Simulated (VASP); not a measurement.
# Ga2B3 (P-3m1) in VASP: single point with PBE

Aim: the single point of Ga2B3 with PBE.

All numbers are computed with VASP 6.6.1; they aren't measurements. Logs are shortened: lines on timing, memory, paths and dates and some standing lists are left out, and cuts for length are marked.

### Step 1. The cell of the first run

Symmetry: P-3m1, No. 164, trigonal system. Conventional cell: a = 3.126 Å, b = 3.126 Å, c = 6.563 Å, α = 90.00°, β = 90.00°, γ = 120.00°. Within 2.8 Å of Ga (site symmetry 3m) lie 7 B at 2.09 to 2.65 Å. Within 2.9 Å of B (site symmetry -3m) lie 6 Ga at 2.20 Å. Within 2.4 Å of B (site symmetry 3m) lie 3 B at 1.81 Å and 1 Ga at 2.09 Å.

### Step 2. Single point, PBE

Contents of INCAR:

```
SYSTEM = Ga2B3
ALGO     = Normal         ! electronic algorithm
EDIFF    = 1E-6           ! SCF threshold, eV
ENCUT    = 520            ! plane-wave cutoff, eV
GGA      = PE             ! functional
ISIF     = 2              ! what is computed and relaxed
ISMEAR   = 0              ! smearing method
LASPH    = .TRUE.         ! aspherical terms in the spheres
LCHARG   = .FALSE.        ! write CHGCAR
LREAL    = .FALSE.        ! projectors in reciprocal space
LWAVE    = .FALSE.        ! write WAVECAR
NBANDS   = 26             ! bands
NELM     = 80             ! most SCF steps
PREC     = Accurate       ! precision mode
SIGMA    = 0.1            ! smearing width, eV
```

Contents of KPOINTS:

```
k-points
0
G
  12 12 6
  0 0 0
```

Contents of POSCAR:

```
Ga2B3
1.0
    3.1258258924      0.0000000000      0.0000000000
   -1.5629129462      2.7070446307      0.0000000000
    0.0000000000      0.0000000000      6.5627865280
Ga B
2 3
Direct
    0.3333333333      0.6666666667      0.1927692517
    0.6666666667      0.3333333333      0.8072307483
    0.0000000000      0.0000000000      0.0000000000
    0.3333333333      0.6666666667      0.5118538301
    0.6666666667      0.3333333333      0.4881461699
```

Potentials or basis: VASP PAW PBE potentials, release 64 (Ga_d, B).

Started as:

```console
> cat potpaw_PBE.64/Ga_d/POTCAR potpaw_PBE.64/B/POTCAR > POTCAR
> mpirun -np 1 vasp_std > vasp.out
```

OUTCAR:

```text
SYSTEM = Ga2B3
   EDIFF = 1E-6
   ENCUT = 520
   GGA = PE
   ISIF = 2
   ISMEAR = 0
   LASPH = .TRUE.
   LREAL = .FALSE.
   NELM = 80
   PREC = Accurate

 ion  position               nearest neighbor table
   1  0.333  0.667  0.193-   4 2.09   3 2.20   3 2.20   3 2.20
   2  0.667  0.333  0.807-   5 2.09   3 2.20   3 2.20   3 2.20
   3  0.000  0.000  0.000-   1 2.20   2 2.20   2 2.20   1 2.20   2 2.20   1 2.20
   4  0.333  0.667  0.512-   5 1.81   5 1.81   5 1.81   1 2.09
   5  0.667  0.333  0.488-   4 1.81   4 1.81   4 1.81   2 2.09

  LATTYP: Found a hexagonal cell.
 ALAT       =     3.1258258924
 C/A-ratio  =     2.0995368117

  Lattice vectors:

 A1 = (   3.1258258924,   0.0000000000,   0.0000000000)
 A2 = (  -1.5629129462,   2.7070446307,   0.0000000000)
 A3 = (   0.0000000000,   0.0000000000,   6.5627865280)

Analysis of symmetry for initial positions (statically):
=====================================================================
 Subroutine PRICEL returns:
 Original cell was already a primitive cell.

 Routine SETGRP: Setting up the symmetry group for a
 hexagonal supercell.

 Subroutine GETGRP returns: Found 12 space group operations
 (whereof 12 operations were pure point group operations)
 out of a pool of 24 trial point group operations.
[... 9 lines left out ...]
 hexagonal supercell.

 Subroutine GETGRP returns: Found 12 space group operations
 (whereof 12 operations were pure point group operations)
 out of a pool of 24 trial point group operations.

The dynamic configuration has the point symmetry D_3d.

 Subroutine INISYM returns: Found 12 space group operations
 (whereof 12 operations are pure point group operations),
 and found     1 'primitive' translations

----------------------------------------------------------------------------------------

                                     Primitive cell

  volume of cell :      55.5327

  direct lattice vectors                    reciprocal lattice vectors
     3.125825892  0.000000000  0.000000000     0.319915451  0.184703272  0.000000000
    -1.562912946  2.707044631  0.000000000     0.000000000  0.369406543  0.000000000
     0.000000000  0.000000000  6.562786528     0.000000000  0.000000000  0.152374300

  length of vectors
     3.125825892  3.125825892  6.562786528     0.369406543  0.369406543  0.152374300

  position of ions in fractional coordinates (direct lattice)
     0.333333333  0.666666667  0.192769252
     0.666666667  0.333333333  0.807230748
     0.000000000  0.000000000  0.000000000
     0.333333333  0.666666667  0.511853830
     0.666666667  0.333333333  0.488146170

  ion indices of the primitive-cell ions
   primitive index   ion index
                 1           1
                 2           2
                 3           3
                 4           4
                 5           5

----------------------------------------------------------------------------------------

 KPOINTS: k-points

Automatic generation of k-mesh.
 Grid dimensions read from file:
 generate k-points for:   12   12    6

 Generating k-lattice:

  Cartesian coordinates                     Fractional coordinates (reciprocal lattice)
     0.026659621  0.015391939  0.000000000     0.083333333  0.000000000  0.000000000
     0.000000000  0.030783879  0.000000000     0.000000000  0.083333333  0.000000000
     0.000000000  0.000000000  0.025395717     0.000000000  0.000000000  0.166666667

  Length of vectors
     0.030783879  0.030783879  0.025395717

  Shift w.r.t. Gamma in fractional coordinates (k-lattice)
     0.000000000  0.000000000  0.000000000

 Subroutine IBZKPT returns following result:
 ===========================================

 Found    100 irreducible k-points:

 Following reciprocal coordinates:
            Coordinates               Weight
  0.000000  0.000000  0.000000      1.000000
  0.083333 -0.000000  0.000000      6.000000
  0.166667 -0.000000  0.000000      6.000000
  0.250000 -0.000000  0.000000      6.000000
  0.333333 -0.000000  0.000000      6.000000
  0.416667 -0.000000  0.000000      6.000000
[... 16 lines left out ...]
  0.166667 -0.000000  0.166667      6.000000
  0.000000  0.166667  0.166667      6.000000
 [... further k-points ...]
   k-points           NKPTS =    100   k-points in BZ     NKDIM =    100   number of bands    NBANDS=     26
   number of dos      NEDOS =    301   number of ions     NIONS =      5
   total plane-waves  NPLWV =  28800
   dimension x,y,z NGX =    24 NGY =   24 NGZ =   50
   dimension x,y,z NGXF=    48 NGYF=   48 NGZF=  100
   ions per type =               2   3
   NGX,Y,Z   is equivalent  to a cutoff of  12.76, 12.76, 12.67 a.u.
   NGXF,Y,Z  is equivalent  to a cutoff of  25.53, 25.53, 25.33 a.u.
 SYSTEM =  Ga2B3
   PREC   = accura    normal or accurate (medium, high low for compatibility)
   ISTART =      0    job   : 0-new  1-cont  2-samecut
   ICHARG =      2    charge: 1-file 2-atom 10-const
   ISPIN  =      1    spin polarized calculation?
   LNONCOLLINEAR =      F non collinear calculations
   LSORBIT =      F    spin-orbit coupling
   LASPH  =      T    aspherical Exc in radial PAW
   ENCUT  =  520.0 eV  38.22 Ry    6.18 a.u.   5.81  5.81 12.20*2*pi/ulx,y,z
   NELM   =     80;   NELMIN=  2; NELMDL= -5     # of ELM steps
   EDIFF  = 0.1E-05   stopping-criterion for ELM
   LREAL  =      F    real-space projection
   EDIFFG = 0.1E-04   stopping-criterion for IOM
   NSW    =      0    number of steps for IOM
   IBRION =     -1    ionic relax: 0-MD 1-quasi-New 2-CG
   NFREE  =      0    steps in history (QN), initial steepest desc. (CG)
   ISIF   =      2    stress and relaxation
   ISYM   =      2    0-nonsym 1-usesym 2-fastsym
   POTIM  = 0.5000    time-step for ionic-motion
   TEBEG  =    0.0;   TEEND  =   0.0 temperature during run
   PSTRESS=    0.0 pullay stress
   NELECT =      35.0000    total number of electrons
   NUPDOWN=      -1.0000    fix difference up-down
   EMIN   =  10.00;   EMAX   =-10.00  energy-range for DOS
   EFERMI =   0.00;   METHOD = LEGACY
   ISMEAR =     0;   SIGMA  =   0.10  broadening in eV -4-tet -1-fermi 0-gaus
   EFERMI_NEDOS =   21; number of points for ismear=-14 and -15
   IALGO  =     38    algorithm
   IMIX   =      4    mixing-type and parameters
     AMIX     =   0.40;   BMIX     =  1.00
     AMIX_MAG =   1.60;   BMIX_MAG =  1.00
  volume/ion in A,a.u.               =      11.11        74.95
  Fermi-wavevector in a.u.,A,eV,Ry     =   1.403615  2.652448 26.805317  1.970135
  Thomas-Fermi vector in A             =   2.526259
   LORBIT       =      0    0 simple, 1 ext, 2 COOP (PROOUT), +10 PAW based schemes
   GGA     = PE    functional components
   LHFCALC =     F    Hartree Fock is set to
   AEXX    =    0.0000 exact exchange contribution
   IVDW    =     0    specifies the selected vdW correction
   LEPSILON=     F    determine dielectric tensor
   LRPA    =     F    only Hartree local field effects (RPA)
 non-spin polarized calculation
 Gauss-broadening in eV      SIGMA  =   0.10
  energy-cutoff  :      520.00
  volume of cell :       55.53
 maximum number of plane-waves:      1511
   NGX = 11   NGY = 11   NGZ = 25

 number of electron      35.0000020 magnetization

 Free energy of the ion-electron system (eV)
  ---------------------------------------------------
  ext. energy  EPLUGINS =         0.00000000
  ---------------------------------------------------
  free energy    TOTEN  =       -23.34297487 eV

  energy without entropy =      -23.33750472  energy(sigma->0) =      -23.34023980

 E-fermi :   6.0902     XC(G=0): -11.6605

 val. band max:        6.0860686545   @ k =   0.0833  -0.0000   0.5000
 cond. band min:       6.0979651845   @ k =   0.0833  -0.0000   0.3333
 fundamental gap:      0.0118965300
 Fermi energy:         6.0901742338

 k-point     1 :       0.0000    0.0000    0.0000
  band No.  band energies     occupation
      1      -8.8762      2.00000
      2      -8.8559      2.00000
      3      -8.8136      2.00000
      4      -8.8136      2.00000
      5      -8.7586      2.00000
      6      -8.7586      2.00000
[... 18 lines left out ...]
     25      14.3459      0.00000
     26      15.2697      0.00000

 k-point     2 :       0.0833   -0.0000    0.0000
  band No.  band energies     occupation
      1      -8.8712      2.00000
      2      -8.8497      2.00000
      3      -8.8209      2.00000
      4      -8.8044      2.00000
      5      -8.7627      2.00000
      6      -8.7485      2.00000
[... 18 lines left out ...]
     25      14.5111      0.00000
     26      15.6406      0.00000

 k-point     3 :       0.1667   -0.0000    0.0000
  band No.  band energies     occupation
      1      -8.8682      2.00000
      2      -8.8415      2.00000
      3      -8.8309      2.00000
      4      -8.7831      2.00000
      5      -8.7756      2.00000
      6      -8.7208      2.00000
[... 18 lines left out ...]
     25      15.0615      0.00000
     26      15.2267      0.00000

 k-point     4 :       0.2500   -0.0000    0.0000
  band No.  band energies     occupation
      1      -8.9007      2.00000
      2      -8.8339      2.00000
      3      -8.8310      2.00000
      4      -8.7936      2.00000
      5      -8.7710      2.00000
      6      -8.7166      2.00000
[... 18 lines left out ...]
     25      15.6034      0.00000
     26      16.6514      0.00000
[... 496 lines left out ...]
      1      -8.8802      2.00000
      2      -8.8369      2.00000
      3      -8.8222      2.00000
      4      -8.8045      2.00000
      5      -8.7628      2.00000
      6      -8.7486      2.00000
[... 18 lines left out ...]
     25      14.6729      0.00000
     26      15.3263      0.00000

 k-point    23 :       0.1667   -0.0000    0.1667
  band No.  band energies     occupation
      1      -8.8687      2.00000
      2      -8.8545      2.00000
      3      -8.8183      2.00000
      4      -8.7848      2.00000
      5      -8.7744      2.00000
      6      -8.7208      2.00000
[... 18 lines left out ...]
     25      15.1372      0.00000
     26      15.1844      0.00000

 k-point    24 :       0.0000    0.1667    0.1667
  band No.  band energies     occupation
      1      -8.8734      2.00000
      2      -8.8443      2.00000
      3      -8.8227      2.00000
      4      -8.7821      2.00000
      5      -8.7753      2.00000
      6      -8.7209      2.00000
[... 18 lines left out ...]
     25      15.0892      0.00000
     26      15.2986      0.00000

 [... further k-points ...]
[... 5 lines left out ...]
  --------------------------------------------------------------------------------------
  -------------------------------------------------------------------------------------
  Total        0.0196453      0.0196453      0.0271306      0.0000000      0.0000000      0.0000000
  in kB        0.5667885      0.5667885      0.7827466      0.0000000      0.0000000      0.0000000
  external PRESSURE =       0.6387746 kB  Pullay stress =       0.0000000 kB

 VOLUME and BASIS-vectors are now :
 -----------------------------------------------------------------------------
  energy-cutoff  :      520.00
  volume of cell :       55.53
      direct lattice vectors                 reciprocal lattice vectors
     3.125825892  0.000000000  0.000000000     0.319915451  0.184703272  0.000000000
    -1.562912946  2.707044631  0.000000000     0.000000000  0.369406543  0.000000000
     0.000000000  0.000000000  6.562786528     0.000000000  0.000000000  0.152374300

 POSITION                                       TOTAL-FORCE (eV/Angst)
 -----------------------------------------------------------------------------------
     -0.00000      1.80470      1.26510        -0.000000      0.000000      0.001760
      1.56291      0.90235      5.29768        -0.000000      0.000000     -0.001760
      0.00000      0.00000      0.00000         0.000000      0.000000      0.000000
     -0.00000      1.80470      3.35919         0.000000      0.000000      0.004763
      1.56291      0.90235      3.20360        -0.000000     -0.000000     -0.004763
 -----------------------------------------------------------------------------------
    total drift:                                0.000000     -0.000000     -0.000000

  FREE ENERGIE OF THE ION-ELECTRON SYSTEM (eV)
  ---------------------------------------------------
  free  energy   TOTEN  =       -23.3429748659 eV

  energy  without entropy=      -23.3375047242  energy(sigma->0) =      -23.34023980
```

Wall time 1.7 min (1 thread of Intel Xeon Platinum 8259CL at 2.50GHz (Skylake/Cascade Lake), shared host); peak memory 0.25 GiB.

What came out:

| Property | Result |
| --- | --- |
| Free energy | -23.3430 eV |
| Pressure | 0.1 GPa |
| Largest force | 0.005 eV/Å |

Forces on the atoms (eV/Å):
```
Ga   0.000  0.000  0.002
Ga   0.000  0.000 -0.002
B    0.000  0.000  0.000
B    0.000  0.000  0.005
B    0.000  0.000 -0.005
```

Levels at points of the mesh, in eV from the Fermi level:
| k point | band 14 | band 15 | band 16 | band 17 | band 18 | band 19 | band 20 | band 21 |
| --- | --- | --- | --- | --- | --- | --- | --- | --- |
| (0.00, 0.00, 0.00) | -1.93 | 0.56 | 0.56 | 1.58 | 2.54 | 2.54 | 7.31 | 7.31 |
| (0.50, 0.00, 0.00) | -5.98 | -4.38 | -4.04 | -1.91 | 0.37 | 2.01 | 3.09 | 4.58 |
| (0.00, 0.00, 0.50) | -5.72 | 0.55 | 0.55 | 2.61 | 2.61 | 5.65 | 6.92 | 6.92 |
| (0.50, 0.00, 0.50) | -7.11 | -2.56 | -1.86 | -1.70 | -0.24 | -0.08 | 0.17 | 4.95 |
